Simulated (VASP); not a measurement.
# C in VASP: a series of runs

Runs on C. Level: PBE. Tasks: single point.

Program: VASP 6.6.1. These are calculated values, not measurements. Logs are shortened: lines on timing, memory, paths and dates and some standing lists are left out, and cuts for length are marked.

## 1. The cell of the first run

The cell holds a wire or tube with vacuum around it, 24 atoms: a = 13.200 Å, b = 13.500 Å, c = 4.272 Å, α = 90.00°, β = 90.00°, γ = 90.00°.

## 2. Single point, PBE

File INCAR:

```
SYSTEM = C
  PREC = Accurate
  ENCUT = 520
  EDIFF = 1E-7
  ISMEAR = 0
  SIGMA = 0.05
  LREAL = Auto
  LASPH = .True.
  NELM = 60
  ALGO = Normal
  ISIF = 2
  LWAVE = .False.
  LCHARG = .True.
  GGA = PE
  LELF = .True.
  LVHAR = .True.
  NBANDS = 66
```

File KPOINTS:

```
Automatic mesh
0
Gamma
  1 1 18
  0 0 0
```

File POSCAR:

```
C
1.0
   13.2000000000      0.0000000000      0.0000000000
    0.0000000000     13.5000000000      0.0000000000
    0.0000000000      0.0000000000      4.2721814250
C
24
Direct
    0.6784376565      0.5000000000      0.6666666667
    0.5892188283      0.6510975092      0.6666666667
    0.6545315435      0.5872361876      0.1666666667
    0.4107811717      0.6510975092      0.6666666667
    0.5000000000      0.6744723753      0.1666666667
    0.3215623435      0.5000000000      0.6666666667
    0.3454684565      0.5872361876      0.1666666667
    0.4107811717      0.3489024908      0.6666666667
    0.3454684565      0.4127638124      0.1666666667
    0.5892188283      0.3489024908      0.6666666667
    0.5000000000      0.3255276247      0.1666666667
    0.6545315435      0.4127638124      0.1666666667
    0.6545315435      0.5872361876      0.8333333333
    0.6784376565      0.5000000000      0.3333333333
    0.5000000000      0.6744723753      0.8333333333
    0.5892188283      0.6510975092      0.3333333333
    0.3454684565      0.5872361876      0.8333333333
    0.4107811717      0.6510975092      0.3333333333
    0.3454684565      0.4127638124      0.8333333333
    0.3215623435      0.5000000000      0.3333333333
    0.5000000000      0.3255276247      0.8333333333
    0.4107811717      0.3489024908      0.3333333333
    0.6545315435      0.4127638124      0.8333333333
    0.5892188283      0.3489024908      0.3333333333
```

Potentials or basis: VASP PAW PBE potentials, release 64 (C).

Command:

```sh
$ cat potpaw_PBE.64/C/POTCAR > POTCAR
$ mpirun -np 1 vasp_std > vasp.out
```

OUTCAR:

```text
SYSTEM = C
   PREC = Accurate
   ENCUT = 520
   EDIFF = 1E-7
   ISMEAR = 0
   LREAL = Auto
   LASPH = .True.
   NELM = 60
   ISIF = 2
   GGA = PE

 ion  position               nearest neighbor table
   1  0.678  0.500  0.667-  13 1.41  23 1.41  14 1.42
   2  0.589  0.651  0.667-  13 1.41  15 1.41  16 1.42
   3  0.655  0.587  0.167-  16 1.41  14 1.41  13 1.42
   4  0.411  0.651  0.667-  17 1.41  15 1.41  18 1.42
   5  0.500  0.674  0.167-  16 1.41  18 1.41  15 1.42
   6  0.322  0.500  0.667-  17 1.41  19 1.41  20 1.42
[... 16 lines left out ...]
  23  0.655  0.413  0.833-  10 1.41   1 1.41  12 1.42
  24  0.589  0.349  0.333-  12 1.41  11 1.41  10 1.42

  LATTYP: Found a simple orthorhombic cell.
 ALAT       =     4.2721814250
 B/A-ratio  =     3.0897564234
 C/A-ratio  =     3.1599781603

  Lattice vectors:

 A1 = (   0.0000000000,   0.0000000000,   4.2721814250)
 A2 = (  13.2000000000,   0.0000000000,   0.0000000000)
 A3 = (   0.0000000000,  13.5000000000,   0.0000000000)

Analysis of symmetry for initial positions (statically):
=====================================================================
 Subroutine PRICEL returns:
 Original cell was already a primitive cell.

 Routine SETGRP: Setting up the symmetry group for a
 simple orthorhombic supercell.

 Subroutine GETGRP returns: Found  8 space group operations
 (whereof  8 operations were pure point group operations)
 out of a pool of  8 trial point group operations.

The static configuration has the point symmetry D_2h.

Analysis of symmetry for dynamics (positions and initial velocities):
=====================================================================
 Subroutine PRICEL returns:
 Original cell was already a primitive cell.

 Routine SETGRP: Setting up the symmetry group for a
 simple orthorhombic supercell.

 Subroutine GETGRP returns: Found  8 space group operations
 (whereof  8 operations were pure point group operations)
 out of a pool of  8 trial point group operations.

The dynamic configuration has the point symmetry D_2h.

 Subroutine INISYM returns: Found  8 space group operations
 (whereof  8 operations are pure point group operations),
 and found     1 'primitive' translations

----------------------------------------------------------------------------------------

                                     Primitive cell

  volume of cell :     761.3027

  direct lattice vectors                    reciprocal lattice vectors
    13.200000000  0.000000000  0.000000000     0.075757576  0.000000000  0.000000000
     0.000000000 13.500000000  0.000000000     0.000000000  0.074074074  0.000000000
     0.000000000  0.000000000  4.272181425     0.000000000  0.000000000  0.234072456

  length of vectors
    13.200000000 13.500000000  4.272181425     0.075757576  0.074074074  0.234072456

  position of ions in fractional coordinates (direct lattice)
     0.678437657  0.500000000  0.666666667
     0.589218828  0.651097509  0.666666667
     0.654531543  0.587236188  0.166666667
     0.410781172  0.651097509  0.666666667
     0.500000000  0.674472375  0.166666667
     0.321562343  0.500000000  0.666666667
[... 16 lines left out ...]
     0.654531543  0.412763812  0.833333333
     0.589218828  0.348902491  0.333333333

  ion indices of the primitive-cell ions
   primitive index   ion index
                 1           1
                 2           2
                 3           3
                 4           4
                 5           5
                 6           6
[... 16 lines left out ...]
                23          23
                24          24

----------------------------------------------------------------------------------------

 KPOINTS: Automatic mesh

Automatic generation of k-mesh.
 Grid dimensions read from file:
 generate k-points for:    1    1   18

 Generating k-lattice:

  Cartesian coordinates                     Fractional coordinates (reciprocal lattice)
     0.075757576  0.000000000  0.000000000     1.000000000  0.000000000  0.000000000
     0.000000000  0.074074074  0.000000000     0.000000000  1.000000000  0.000000000
     0.000000000  0.000000000  0.013004025     0.000000000  0.000000000  0.055555556

  Length of vectors
     0.075757576  0.074074074  0.013004025

  Shift w.r.t. Gamma in fractional coordinates (k-lattice)
     0.000000000  0.000000000  0.000000000

 Subroutine IBZKPT returns following result:
 ===========================================

 Found     10 irreducible k-points:

 Following reciprocal coordinates:
            Coordinates               Weight
  0.000000  0.000000  0.000000      1.000000
  0.000000  0.000000  0.055556      2.000000
  0.000000  0.000000  0.111111      2.000000
  0.000000  0.000000  0.166667      2.000000
  0.000000  0.000000  0.222222      2.000000
  0.000000  0.000000  0.277778      2.000000
  0.000000  0.000000  0.333333      2.000000
  0.000000  0.000000  0.388889      2.000000
  0.000000  0.000000  0.444444      2.000000
  0.000000  0.000000  0.500000      1.000000
   k-points           NKPTS =     10   k-points in BZ     NKDIM =     10   number of bands    NBANDS=     66
   number of dos      NEDOS =    301   number of ions     NIONS =     24
   total plane-waves  NPLWV = 313600
   dimension x,y,z NGX =    98 NGY =  100 NGZ =   32
   dimension x,y,z NGXF=   196 NGYF=  200 NGZF=   64
   ions per type =              24
   NGX,Y,Z   is equivalent  to a cutoff of  12.34, 12.31, 12.45 a.u.
   NGXF,Y,Z  is equivalent  to a cutoff of  24.69, 24.63, 24.90 a.u.
 SYSTEM =  C
   PREC   = accura    normal or accurate (medium, high low for compatibility)
   ISTART =      0    job   : 0-new  1-cont  2-samecut
   ICHARG =      2    charge: 1-file 2-atom 10-const
   ISPIN  =      1    spin polarized calculation?
   LNONCOLLINEAR =      F non collinear calculations
   LSORBIT =      F    spin-orbit coupling
   LASPH  =      T    aspherical Exc in radial PAW
   ENCUT  =  520.0 eV  38.22 Ry    6.18 a.u.  24.54 25.10  7.94*2*pi/ulx,y,z
   NELM   =     60;   NELMIN=  2; NELMDL= -5     # of ELM steps
   EDIFF  = 0.1E-06   stopping-criterion for ELM
   LREAL  =      T    real-space projection
   EDIFFG = 0.1E-05   stopping-criterion for IOM
   NSW    =      0    number of steps for IOM
   IBRION =     -1    ionic relax: 0-MD 1-quasi-New 2-CG
   NFREE  =      0    steps in history (QN), initial steepest desc. (CG)
   ISIF   =      2    stress and relaxation
   ISYM   =      2    0-nonsym 1-usesym 2-fastsym
   POTIM  = 0.5000    time-step for ionic-motion
   TEBEG  =    0.0;   TEEND  =   0.0 temperature during run
   PSTRESS=    0.0 pullay stress
   NELECT =      96.0000    total number of electrons
   NUPDOWN=      -1.0000    fix difference up-down
   EMIN   =  10.00;   EMAX   =-10.00  energy-range for DOS
   EFERMI =   0.00;   METHOD = LEGACY
   ISMEAR =     0;   SIGMA  =   0.05  broadening in eV -4-tet -1-fermi 0-gaus
   EFERMI_NEDOS =   21; number of points for ismear=-14 and -15
   IALGO  =     38    algorithm
   IMIX   =      4    mixing-type and parameters
     AMIX     =   0.40;   BMIX     =  1.00
     AMIX_MAG =   1.60;   BMIX_MAG =  1.00
  volume/ion in A,a.u.               =      31.72       214.06
  Fermi-wavevector in a.u.,A,eV,Ry     =   0.820943  1.551357  9.169602  0.673947
  Thomas-Fermi vector in A             =   1.932014
   LORBIT       =      0    0 simple, 1 ext, 2 COOP (PROOUT), +10 PAW based schemes
   GGA     = PE    functional components
   LHFCALC =     F    Hartree Fock is set to
   AEXX    =    0.0000 exact exchange contribution
   IVDW    =     0    specifies the selected vdW correction
   LEPSILON=     F    determine dielectric tensor
   LRPA    =     F    only Hartree local field effects (RPA)
 non-spin polarized calculation
 Gauss-broadening in eV      SIGMA  =   0.05
  energy-cutoff  :      520.00
  volume of cell :      761.30
 maximum number of plane-waves:     20584
 NGX is ok and might be reduce to    98

 number of electron      95.9999995 magnetization

 Free energy of the ion-electron system (eV)
  ---------------------------------------------------
  ext. energy  EPLUGINS =         0.00000000
  ---------------------------------------------------
  free energy    TOTEN  =      -212.40586463 eV

  energy without entropy =     -212.40020907  energy(sigma->0) =     -212.40303685

 E-fermi :  -1.9999     XC(G=0):  -3.5986

 val. band max:       -2.0220065224   @ k =   0.0000   0.0000   0.0556
 cond. band min:      -1.9326704913   @ k =   0.0000   0.0000   0.1111
 fundamental gap:      0.0893360311
 Fermi energy:        -1.9998577659

 k-point     1 :       0.0000    0.0000    0.0000
  band No.  band energies     occupation
      1     -22.0962      2.00000
      2     -21.4129      2.00000
      3     -21.4129      2.00000
      4     -19.5906      2.00000
      5     -19.5905      2.00000
      6     -17.0043      2.00000
[... 52 lines left out ...]
     59       2.5123      0.00000
     60       3.1474      0.00000

 k-point     2 :       0.0000    0.0000    0.0556
  band No.  band energies     occupation
      1     -22.0778      2.00000
      2     -21.3947      2.00000
      3     -21.3947      2.00000
      4     -19.5729      2.00000
      5     -19.5728      2.00000
      6     -17.2126      2.00000
[... 52 lines left out ...]
     59       2.5374      0.00000
     60       3.1702      0.00000

 k-point     3 :       0.0000    0.0000    0.1111
  band No.  band energies     occupation
      1     -22.0227      2.00000
      2     -21.3403      2.00000
      3     -21.3403      2.00000
      4     -19.5198      2.00000
      5     -19.5198      2.00000
      6     -17.6444      2.00000
[... 377 lines left out ...]
      6     -19.6220      2.00000
[... 52 lines left out ...]
     59       2.7851      0.00000
     60       2.7855      0.00000

 k-point    10 :       0.0000    0.0000    0.5000
  band No.  band energies     occupation
      1     -20.6226      2.00000
      2     -20.6226      2.00000
      3     -19.9579      2.00000
      4     -19.9579      2.00000
      5     -19.9579      2.00000
      6     -19.9579      2.00000
[... 52 lines left out ...]
     59       2.3404      0.00000
     60       2.3408      0.00000
 [bands above 60 left out]

------------------------ aborting loop because EDIFF is reached ----------------------------------------

  FORCE on cell =-STRESS in cart. coord.  units (eV):
  Direction    XX          YY          ZZ          XY          YZ          ZX
  --------------------------------------------------------------------------------------
  -------------------------------------------------------------------------------------
  Total       18.4361520     18.4347689      3.5816222      0.0000000      0.0000000      0.0000000
  in kB       38.7992630     38.7963521      7.5375979      0.0000000      0.0000000      0.0000000
  external PRESSURE =      28.3777377 kB  Pullay stress =       0.0000000 kB

 VOLUME and BASIS-vectors are now :
 -----------------------------------------------------------------------------
  energy-cutoff  :      520.00
  volume of cell :      761.30
      direct lattice vectors                 reciprocal lattice vectors
    13.200000000  0.000000000  0.000000000     0.075757576  0.000000000  0.000000000
     0.000000000 13.500000000  0.000000000     0.000000000  0.074074074  0.000000000
     0.000000000  0.000000000  4.272181425     0.000000000  0.000000000  0.234072456

 POSITION                                       TOTAL-FORCE (eV/Angst)
 -----------------------------------------------------------------------------------
      8.95538      6.75000      2.84812         0.656434      0.000000     -0.838849
      7.77769      8.78982      2.84812         0.318561      0.571420     -0.828627
      8.63982      7.92769      0.71203         0.570102      0.322917     -0.832429
      5.42231      8.78982      2.84812        -0.318561      0.571420     -0.828627
      6.60000      9.10538      0.71203         0.000000      0.658410     -0.831557
      4.24462      6.75000      2.84812        -0.656434      0.000000     -0.838849
[... 16 lines left out ...]
      8.63982      5.57231      3.56015         0.570102     -0.322917      0.832429
      7.77769      4.71018      1.42406         0.318561     -0.571420      0.828627
 -----------------------------------------------------------------------------------
    total drift:                                0.000000     -0.000000      0.000000

  FREE ENERGIE OF THE ION-ELECTRON SYSTEM (eV)
  ---------------------------------------------------
  free  energy   TOTEN  =      -212.4058646258 eV

  energy  without entropy=     -212.4002090713  energy(sigma->0) =     -212.40303685
```

Run time: 8.7 min. Hardware: 1 thread of Intel Xeon 6975P-C (Granite Rapids), shared host; peak memory 0.77 GiB.

What came out:

```yaml
Free_energy: -212.4059 eV
Largest_force: 1.065 eV/Å
Band_gap_on_the_k_mesh: zero (bands 48 and 49 overlap by 0.36 eV)
```

Forces in eV/Å, atoms in the order of the input:
```
C    0.656  0.000 -0.839
C    0.319  0.571 -0.829
C    0.570  0.323 -0.832
C   -0.319  0.571 -0.829
C    0.000  0.658 -0.832
C   -0.656  0.000 -0.839
C   -0.570  0.323 -0.832
C   -0.319 -0.571 -0.829
C   -0.570 -0.323 -0.832
C    0.319 -0.571 -0.829
C    0.000 -0.658 -0.832
C    0.570 -0.323 -0.832
C    0.570  0.323  0.832
C    0.656  0.000  0.839
C    0.000  0.658  0.832
C    0.319  0.571  0.829
C   -0.570  0.323  0.832
C   -0.319  0.571  0.829
C   -0.570 -0.323  0.832
C   -0.656  0.000  0.839
C    0.000 -0.658  0.832
C   -0.319 -0.571  0.829
C    0.570 -0.323  0.832
C    0.319 -0.571  0.829
```

Levels at points of the mesh, in eV from the Fermi level:
| k point | band 46 | band 47 | band 48 | band 49 | band 50 | band 51 |
| --- | --- | --- | --- | --- | --- | --- |
| (0.00, 0.00, 0.00) | -1.80 | -0.43 | 0.33 | 0.33 | 0.49 | 0.49 |
| (0.00, 0.00, 0.50) | -3.16 | -1.46 | -1.46 | 2.27 | 2.27 | 3.21 |

## 3. Single point, PBE

This run uses another cell than the first one: it holds 10 atoms, not 24.

File INCAR:

```
  ALGO = Normal
  EDIFF = 1E-7
  ENCUT = 520
  GGA = PE
  ISIF = 2
  ISMEAR = 0
  LASPH = T
  LCHARG = T
  LELF = T
  LREAL = F
  LVHAR = T
  LWAVE = F
  NBANDS = 31
  NELM = 60
  PREC = Accurate
  SIGMA = 0.05
```

File KPOINTS:

```
k-points
0
Gamma
  1 1 13
```

File POSCAR:

```
C
1.0
   13.9000000000      0.0000000000      0.0000000000
    0.0000000000      9.3000000000      0.0000000000
    0.0000000000      0.0000000000      4.2721814252
C
10
Direct
    0.6774492875      0.5000000000      0.3333333333
    0.5000000000      0.5000000000      0.3333333333
    0.5887246437      0.5000000000      0.8333333333
    0.3225507125      0.5000000000      0.3333333333
    0.4112753563      0.5000000000      0.8333333333
    0.5887246437      0.5000000000      0.1666666667
    0.6774492875      0.5000000000      0.6666666667
    0.4112753563      0.5000000000      0.1666666667
    0.5000000000      0.5000000000      0.6666666667
    0.3225507125      0.5000000000      0.6666666667
```

Potentials or basis: VASP PAW PBE potentials, release 64 (C).

Command:

```sh
$ cat potpaw_PBE.64/C/POTCAR > POTCAR
$ mpirun -np 1 vasp_std > vasp.out
```

Wall time 3 min (1 thread of Intel Xeon Platinum 8259CL at 2.50GHz (Skylake/Cascade Lake), shared host); peak memory 0.53 GiB.

It converged, with:

```
Free energy            : -81.7507 eV
Largest force          : 6.927 eV/Å
Band gap on the k mesh : zero (bands 20 and 21 overlap by 1.21 eV)
```

Forces in eV/Å, atoms in the order of the input:
```
C   -1.142  0.000  6.832
C    0.000  0.000  1.203
C    1.140  0.000  0.464
C    1.142  0.000  6.832
C   -1.140  0.000  0.464
C    1.140  0.000 -0.464
C   -1.142  0.000 -6.832
C   -1.140  0.000 -0.464
C    0.000  0.000 -1.203
C    1.142  0.000 -6.832
```

Levels at points of the mesh, in eV from the Fermi level:
```tsv
k point	band 18	band 19	band 20	band 21	band 22	band 23
(0.00, 0.00, 0.00)	-1.09	-0.80	0.99	1.12	1.20	1.79
```

## 4. Single point, PBE

This run uses another cell than the first one: it holds 10 atoms, not 24.

File INCAR:

```
PREC = Accurate ; ENCUT = 520
EDIFF = 1E-6 ; ISMEAR = 0
SIGMA = 0.05 ; LREAL = False
LASPH = True ; NELM = 100
ALGO = Normal ; ISIF = 2
LWAVE = False ; LCHARG = False
GGA = PE ; NBANDS = 31
```

File KPOINTS:

```
Automatic mesh
0
Gamma
  1 1 13
```

File POSCAR:

```
C
1.0
   13.9000000000      0.0000000000      0.0000000000
    0.0000000000      9.3000000000      0.0000000000
    0.0000000000      0.0000000000      4.3857392263
C
10
Direct
    0.6683243523      0.5000000000      0.3588784393
    0.5000000000      0.5000000000      0.3343934881
    0.5888549922      0.5000000000      0.8390739322
    0.3316756477      0.5000000000      0.3588784393
    0.4111450078      0.5000000000      0.8390739322
    0.5888549922      0.5000000000      0.1609260678
    0.6683243523      0.5000000000      0.6411215607
    0.4111450078      0.5000000000      0.1609260678
    0.5000000000      0.5000000000      0.6656065119
    0.3316756477      0.5000000000      0.6411215607
```

Command:

```sh
$ cat potpaw_PBE.64/C/POTCAR > POTCAR
$ mpirun -np 1 vasp_std > vasp.out
```

Wall time 3.3 min (1 thread of Intel Xeon Platinum 8259CL at 2.50GHz (Skylake/Cascade Lake), shared host); peak memory 0.59 GiB.

The run converged. Its results:

```
Free energy            : -83.7386 eV
Largest force          : 0.075 eV/Å
Band gap on the k mesh : 0.46 eV (least direct gap 0.75 eV)
```

Forces in eV/Å, atoms in the order of the input:
```
C    0.023  0.000 -0.071
C    0.000  0.000 -0.002
C    0.021  0.000  0.003
C   -0.023  0.000 -0.071
C   -0.021  0.000  0.003
C    0.021  0.000 -0.003
C    0.023  0.000  0.071
C   -0.021  0.000 -0.003
C    0.000  0.000  0.002
C   -0.023  0.000  0.071
```

Levels at points of the mesh, in eV from the valence-band top:
| k point | band 18 | band 19 | band 20 | band 21 | band 22 | band 23 |
| --- | --- | --- | --- | --- | --- | --- |
| (0.00, 0.00, 0.00) | -1.83 | -1.41 | 0.00 | 0.75 | 1.29 | 1.53 |

## 5. The runs side by side

```tsv
cell	k mesh	gap on the mesh (eV)	largest force (eV/Å)
a = 13.200, b = 13.500, c = 4.272 Å, 24 atoms, atomic positions A	1 × 1 × 18	none	1.07
a = 13.900, b = 9.300, c = 4.272 Å, 10 atoms, atomic positions B	1 × 1 × 13	none	6.93
a = 13.900, b = 9.300, c = 4.386 Å, 10 atoms, atomic positions C	1 × 1 × 13	0.46	0.07
```

Alike in all rows: task single point; level PBE; potentials or basis VASP PAW PBE potentials, release 64 (C); no spin polarisation; cutoff (eV) 520; smearing gaussian 0.05 eV.

Total energies depend on the potentials used, so only differences within one code and one set of settings carry meaning.
